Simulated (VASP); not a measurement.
# C in VASP: a series of runs

Runs on C. Level: PBEsol. Tasks: single point.

Everything below comes from runs of VASP 6.6.1. Logs are shortened: lines on timing, memory, paths and dates and some standing lists are left out, and cuts for length are marked.

## 1. The cell of the first run

The cell holds a slab with vacuum, 4 atoms: a = 2.459 Å, b = 2.459 Å, c = 24.111 Å, α = 90.00°, β = 90.00°, γ = 120.00°.

## 2. Single point, PBEsol

Input file INCAR:

```
SYSTEM = C
ALGO = Normal
EDIFF = 1E-6
ENCUT = 520
GGA = PS
ISIF = 2
ISMEAR = 0
LASPH = .True.
LCHARG = .False.
LREAL = .False.
LWAVE = .False.
NBANDS = 16
NELM = 60
PREC = Accurate
SIGMA = 0.1
```

Input file KPOINTS:

```
k-points
0
Gamma
  18 18 2
  0 0 0
```

Input file POSCAR:

```
C
1.0
    2.4589569349      0.0000000000      0.0000000000
   -1.2294784674      2.1295191724      0.0000000000
    0.0000000000      0.0000000000     24.1112662196
C
4
Direct
    0.0000000000      0.0000000000      0.5748408947
    0.0000000000      0.0000000000      0.4251591053
    0.3333333333      0.6666666667      0.4251484905
    0.6666666667      0.3333333333      0.5748515095
```

Potentials or basis: VASP PAW PBE potentials, release 64 (C).

Run with:

```sh
cat potpaw_PBE.64/C/POTCAR > POTCAR
mpirun -np 1 vasp_std > vasp.out
```

OUTCAR:

```text
SYSTEM = C
   EDIFF = 1E-6
   ENCUT = 520
   GGA = PS
   ISIF = 2
   ISMEAR = 0
   LASPH = .True.
   LREAL = .False.
   NELM = 60
   PREC = Accurate

 ion  position               nearest neighbor table
   1  0.000  0.000  0.575-   4 1.42   4 1.42   4 1.42
   2  0.000  0.000  0.425-   3 1.42   3 1.42   3 1.42
   3  0.333  0.667  0.425-   2 1.42   2 1.42   2 1.42
   4  0.667  0.333  0.575-   1 1.42   1 1.42   1 1.42

  LATTYP: Found a hexagonal cell.
 ALAT       =     2.4589569349
 C/A-ratio  =     9.8054853574

  Lattice vectors:

 A1 = (   2.4589569349,   0.0000000000,   0.0000000000)
 A2 = (  -1.2294784674,   2.1295191724,   0.0000000000)
 A3 = (   0.0000000000,   0.0000000000,  24.1112662196)

Analysis of symmetry for initial positions (statically):
=====================================================================
 Subroutine PRICEL returns:
 Original cell was already a primitive cell.

 Routine SETGRP: Setting up the symmetry group for a
 hexagonal supercell.

 Subroutine GETGRP returns: Found 12 space group operations
 (whereof 12 operations were pure point group operations)
 out of a pool of 24 trial point group operations.

The static configuration has the point symmetry D_3d.

Analysis of symmetry for dynamics (positions and initial velocities):
=====================================================================
 Subroutine PRICEL returns:
 Original cell was already a primitive cell.

 Routine SETGRP: Setting up the symmetry group for a
 hexagonal supercell.

 Subroutine GETGRP returns: Found 12 space group operations
 (whereof 12 operations were pure point group operations)
 out of a pool of 24 trial point group operations.

The dynamic configuration has the point symmetry D_3d.

 Subroutine INISYM returns: Found 12 space group operations
 (whereof 12 operations are pure point group operations),
 and found     1 'primitive' translations

----------------------------------------------------------------------------------------

                                     Primitive cell

  volume of cell :     126.2561

  direct lattice vectors                    reciprocal lattice vectors
     2.458956935  0.000000000  0.000000000     0.406676500  0.234794787  0.000000000
    -1.229478467  2.129519172  0.000000000     0.000000000  0.469589574  0.000000000
     0.000000000  0.000000000 24.111266220     0.000000000  0.000000000  0.041474388

  length of vectors
     2.458956935  2.458956935 24.111266220     0.469589574  0.469589574  0.041474388

  position of ions in fractional coordinates (direct lattice)
     0.000000000  0.000000000  0.574840895
     0.000000000  0.000000000  0.425159105
     0.333333333  0.666666667  0.425148490
     0.666666667  0.333333333  0.574851510

  ion indices of the primitive-cell ions
   primitive index   ion index
                 1           1
                 2           2
                 3           3
                 4           4

----------------------------------------------------------------------------------------

 KPOINTS: k-points

Automatic generation of k-mesh.
 Grid dimensions read from file:
 generate k-points for:   18   18    2

 Generating k-lattice:

  Cartesian coordinates                     Fractional coordinates (reciprocal lattice)
     0.022593139  0.013044155  0.000000000     0.055555556  0.000000000  0.000000000
     0.000000000  0.026088310  0.000000000     0.000000000  0.055555556  0.000000000
     0.000000000  0.000000000  0.020737194     0.000000000  0.000000000  0.500000000

  Length of vectors
     0.026088310  0.026088310  0.020737194

  Shift w.r.t. Gamma in fractional coordinates (k-lattice)
     0.000000000  0.000000000  0.000000000

 Subroutine IBZKPT returns following result:
 ===========================================

 Found     74 irreducible k-points:

 Following reciprocal coordinates:
            Coordinates               Weight
  0.000000  0.000000  0.000000      1.000000
  0.055556 -0.000000  0.000000      6.000000
  0.111111 -0.000000  0.000000      6.000000
  0.166667  0.000000  0.000000      6.000000
  0.222222  0.000000  0.000000      6.000000
  0.277778  0.000000  0.000000      6.000000
[... 16 lines left out ...]
  0.333333  0.111111  0.000000     12.000000
  0.388889  0.111111  0.000000     12.000000
 [... further k-points ...]
   k-points           NKPTS =     74   k-points in BZ     NKDIM =     74   number of bands    NBANDS=     16
   number of dos      NEDOS =    301   number of ions     NIONS =      4
   total plane-waves  NPLWV =  58320
   dimension x,y,z NGX =    18 NGY =   18 NGZ =  180
   dimension x,y,z NGXF=    36 NGYF=   36 NGZF=  360
   ions per type =               4
   NGX,Y,Z   is equivalent  to a cutoff of  12.17, 12.17, 12.41 a.u.
   NGXF,Y,Z  is equivalent  to a cutoff of  24.34, 24.34, 24.82 a.u.
 SYSTEM =  C
   PREC   = accura    normal or accurate (medium, high low for compatibility)
   ISTART =      0    job   : 0-new  1-cont  2-samecut
   ICHARG =      2    charge: 1-file 2-atom 10-const
   ISPIN  =      1    spin polarized calculation?
   LNONCOLLINEAR =      F non collinear calculations
   LSORBIT =      F    spin-orbit coupling
   LASPH  =      T    aspherical Exc in radial PAW
   ENCUT  =  520.0 eV  38.22 Ry    6.18 a.u.   4.57  4.57 44.83*2*pi/ulx,y,z
   NELM   =     60;   NELMIN=  2; NELMDL= -5     # of ELM steps
   EDIFF  = 0.1E-05   stopping-criterion for ELM
   LREAL  =      F    real-space projection
   EDIFFG = 0.1E-04   stopping-criterion for IOM
   NSW    =      0    number of steps for IOM
   IBRION =     -1    ionic relax: 0-MD 1-quasi-New 2-CG
   NFREE  =      0    steps in history (QN), initial steepest desc. (CG)
   ISIF   =      2    stress and relaxation
   ISYM   =      2    0-nonsym 1-usesym 2-fastsym
   POTIM  = 0.5000    time-step for ionic-motion
   TEBEG  =    0.0;   TEEND  =   0.0 temperature during run
   PSTRESS=    0.0 pullay stress
   NELECT =      16.0000    total number of electrons
   NUPDOWN=      -1.0000    fix difference up-down
   EMIN   =  10.00;   EMAX   =-10.00  energy-range for DOS
   EFERMI =   0.00;   METHOD = LEGACY
   ISMEAR =     0;   SIGMA  =   0.10  broadening in eV -4-tet -1-fermi 0-gaus
   EFERMI_NEDOS =   21; number of points for ismear=-14 and -15
   IALGO  =     38    algorithm
   IMIX   =      4    mixing-type and parameters
     AMIX     =   0.40;   BMIX     =  1.00
     AMIX_MAG =   1.60;   BMIX_MAG =  1.00
  volume/ion in A,a.u.               =      31.56       213.00
  Fermi-wavevector in a.u.,A,eV,Ry     =   0.822301  1.553923  9.199966  0.676178
  Thomas-Fermi vector in A             =   1.933612
   LORBIT       =      0    0 simple, 1 ext, 2 COOP (PROOUT), +10 PAW based schemes
   GGA     = PS    functional components
   LHFCALC =     F    Hartree Fock is set to
   AEXX    =    0.0000 exact exchange contribution
   IVDW    =     0    specifies the selected vdW correction
   LEPSILON=     F    determine dielectric tensor
   LRPA    =     F    only Hartree local field effects (RPA)
 non-spin polarized calculation
 Gauss-broadening in eV      SIGMA  =   0.10
  energy-cutoff  :      520.00
  volume of cell :      126.26
 maximum number of plane-waves:      3452
   NGX =  9   NGY =  9   NGZ = 89

 number of electron      15.9999994 magnetization

 Free energy of the ion-electron system (eV)
  ---------------------------------------------------
  ext. energy  EPLUGINS =         0.00000000
  ---------------------------------------------------
  free energy    TOTEN  =       -38.57362115 eV

  energy without entropy =      -38.57291890  energy(sigma->0) =      -38.57327003

 E-fermi :  -1.8129     XC(G=0):  -3.3155

 val. band max:       -1.8129620843   @ k =   0.3333   0.3333   0.5000
 cond. band min:      -1.5890384802   @ k =   0.3333   0.3333   0.0000
 fundamental gap:      0.2239236041
 Fermi energy:        -1.8129315351

 k-point     1 :       0.0000    0.0000    0.0000
  band No.  band energies     occupation
      1     -21.3993      2.00000
      2     -21.3138      2.00000
      3      -9.8515      2.00000
      4      -9.1718      2.00000
      5      -4.8083      2.00000
      6      -4.8083      2.00000
[... 8 lines left out ...]
     15       5.1685      0.00000
     16       6.5291      0.00000

 k-point     2 :       0.0556   -0.0000    0.0000
  band No.  band energies     occupation
      1     -21.3257      2.00000
      2     -21.2406      2.00000
      3      -9.7625      2.00000
      4      -9.0849      2.00000
      5      -5.1077      2.00000
      6      -5.1017      2.00000
[... 8 lines left out ...]
     15       5.2677      0.00000
     16       6.5628      0.00000

 k-point     3 :       0.1111   -0.0000    0.0000
  band No.  band energies     occupation
      1     -21.1053      2.00000
      2     -21.0216      2.00000
      3      -9.4965      2.00000
      4      -8.8252      2.00000
      5      -5.9302      2.00000
      6      -5.9197      2.00000
[... 8 lines left out ...]
     15       5.5649      0.00000
     16       6.5980      0.00000

 k-point     4 :       0.1667    0.0000    0.0000
  band No.  band energies     occupation
      1     -20.7392      2.00000
      2     -20.6575      2.00000
      3      -9.0563      2.00000
      4      -8.3963      2.00000
      5      -7.1120      2.00000
      6      -7.0959      2.00000
[... 8 lines left out ...]
     15       6.0518      0.00000
     16       6.5368      0.00000
[... 324 lines left out ...]
 k-point    22 :       0.2778    0.1111    0.0000
  band No.  band energies     occupation
      1     -18.5795      2.00000
      2     -18.5097      2.00000
      3     -11.3528      2.00000
      4     -11.3198      2.00000
      5      -8.4702      2.00000
      6      -8.4528      2.00000
[... 8 lines left out ...]
     15       7.1495      0.00000
     16       7.3039      0.00000

 k-point    23 :       0.3333    0.1111    0.0000
  band No.  band energies     occupation
      1     -17.6701      2.00000
      2     -17.6055      2.00000
      3     -12.7408      2.00000
      4     -12.7010      2.00000
      5      -8.8428      2.00000
      6      -8.8240      2.00000
[... 8 lines left out ...]
     15       7.8365      0.00000
     16       8.4855      0.00000

 k-point    24 :       0.3889    0.1111    0.0000
  band No.  band energies     occupation
      1     -16.6622      2.00000
      2     -16.6046      2.00000
      3     -14.0482      2.00000
      4     -14.0040      2.00000
      5      -9.0686      2.00000
      6      -9.0492      2.00000
[... 8 lines left out ...]
     15       9.3243      0.00000
     16       9.7134      0.00000

 [... further k-points ...]

------------------------ aborting loop because EDIFF is reached ----------------------------------------

  FORCE on cell =-STRESS in cart. coord.  units (eV):
  Direction    XX          YY          ZZ          XY          YZ          ZX
  --------------------------------------------------------------------------------------
  -------------------------------------------------------------------------------------
  Total        0.2186267      0.2186267     -0.0187594      0.0000000      0.0000000      0.0000000
  in kB        2.7743503      2.7743503     -0.2380553      0.0000000      0.0000000      0.0000000
  external PRESSURE =       1.7702151 kB  Pullay stress =       0.0000000 kB

 VOLUME and BASIS-vectors are now :
 -----------------------------------------------------------------------------
  energy-cutoff  :      520.00
  volume of cell :      126.26
      direct lattice vectors                 reciprocal lattice vectors
     2.458956935  0.000000000  0.000000000     0.406676500  0.234794787  0.000000000
    -1.229478467  2.129519172  0.000000000     0.000000000  0.469589574  0.000000000
     0.000000000  0.000000000 24.111266220     0.000000000  0.000000000  0.041474388

 POSITION                                       TOTAL-FORCE (eV/Angst)
 -----------------------------------------------------------------------------------
      0.00000      0.00000     13.86014         0.000000     -0.000000     -0.000116
      0.00000      0.00000     10.25112        -0.000000      0.000000      0.000116
     -0.00000      1.41968     10.25087         0.000000      0.000000     -0.000409
      1.22948      0.70984     13.86040        -0.000000      0.000000      0.000409
 -----------------------------------------------------------------------------------
    total drift:                                0.000000      0.000000      0.000000

  FREE ENERGIE OF THE ION-ELECTRON SYSTEM (eV)
  ---------------------------------------------------
  free  energy   TOTEN  =       -38.5736211535 eV

  energy  without entropy=      -38.5729189038  energy(sigma->0) =      -38.57327003
```

It took 5.3 min on 1 thread of Intel Xeon 8259CL, shared host; peak memory 0.28 GiB.

What came out:

```
Free energy            : -38.5736 eV
Band gap on the k mesh : zero (filled and empty bands touch)
```

Levels at points of the mesh, in eV from the Fermi level:
```
           k point  band 4  band 5  band 6  band 7  band 8  band 9  band 10  band 11  band 12  band 13
(0.00, 0.00, 0.00)   -7.36   -3.00   -3.00   -2.99   -2.99    3.42     3.89     4.36     5.15     5.34
(0.50, 0.00, 0.00)  -13.27   -6.42   -6.41   -2.50   -2.27    1.54     1.80     7.38     7.49    11.13
(0.00, 0.00, 0.50)   -7.36   -3.00   -3.00   -2.99   -2.99    3.42     3.87     4.46     4.86     5.91
(0.50, 0.00, 0.50)  -13.27   -6.42   -6.41   -2.50   -2.27    1.54     1.80     7.38     7.49    11.13
```

Caveat: there is no dipole correction, which matters where the two faces differ; the PAW data sets were made with another functional, which shifts forces and pressure a little.

## 3. Single point, PBEsol

Input file INCAR:

```
  ALGO = Normal
  EDIFF = 1E-7
  ENCUT = 520
  GGA = PS
  ISIF = 2
  ISMEAR = 0
  LASPH = T
  LCHARG = F
  LREAL = F
  LWAVE = F
  NBANDS = 16
  NELM = 60
  PREC = Accurate
  SIGMA = 0.1
```

Input file KPOINTS:

```
k-points
0
Gamma
  15 15 2
```

POSCAR is that of step 2.

Potentials or basis: VASP PAW PBE potentials, release 64 (C).

Run with:

```sh
cat potpaw_PBE.64/C/POTCAR > POTCAR
mpirun -np 1 vasp_std > vasp.out
```

Wall time 4.6 min (1 thread of Intel Xeon 8259CL, shared host); peak memory 0.26 GiB.

It converged, with:

```yaml
Free_energy: -38.5717 eV
Band_gap_on_the_k_mesh: zero (filled and empty bands touch)
```

Levels at points of the mesh, in eV from the Fermi level:
| k point | band 6 | band 7 | band 8 | band 9 | band 10 | band 11 |
| --- | --- | --- | --- | --- | --- | --- |
| (0.00, 0.00, 0.00) | -3.00 | -2.99 | -2.99 | 3.42 | 3.89 | 4.45 |
| (0.00, 0.00, 0.50) | -3.00 | -2.99 | -2.99 | 3.42 | 3.87 | 4.56 |

Caveat: there is no dipole correction, which matters where the two faces differ; the PAW data sets were made with another functional, which shifts forces and pressure a little.

The gap in the log of VASP goes by the Fermi energy; the results here count the filled bands.